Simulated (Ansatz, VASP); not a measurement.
**CuO: VASP beside Ansatz**

```
Cu O
1.0
     2.37267   -1.73382    0.00000
     2.37267    1.73382    0.00000
    -0.86121    0.00000    5.12443
Cu O
2 2
Direct
  0.50000 0.00000 0.50000
  0.00000 0.50000 0.00000
  0.41840 0.58160 0.75000
  0.58160 0.41840 0.25000
```

Change from the starting cell: volume scaled by 1.04.

Alike in both runs: task single point; functional LDA; k mesh 10 × 10 × 5; occupations fermi-dirac, width 0.05 eV; no spin polarisation.

```csv
,VASP,Ansatz
version,VASP 6.6.1,Ansatz 0.2.0
potentials or method,"VASP PAW LDA potentials, release 64 (Cu, O), cutoff 520 eV","all-electron LAPW, scalar-relativistic"
```

```csv
,VASP,Ansatz,Ansatz less VASP
gap on the k mesh at the Fermi level (eV),none,none,-
pressure (GPa),-14.7,-15.2,-0.56
"traceless stress, the component that is largest in VASP (GPa)",4.89,5.17,+0.286
rms of the force components (eV/Å),0.219,0.234,+0.0146
```

LDA's correlation is that of Perdew and Zunger in VASP and of Perdew and Wang (1992) in Ansatz. Atom by atom the forces differ by 0.015 eV/Å (rms over components). A gap of «none» marks a metal or a gap that the smearing closes. Ansatz ran all-electron here, and VASP with PAW potentials.
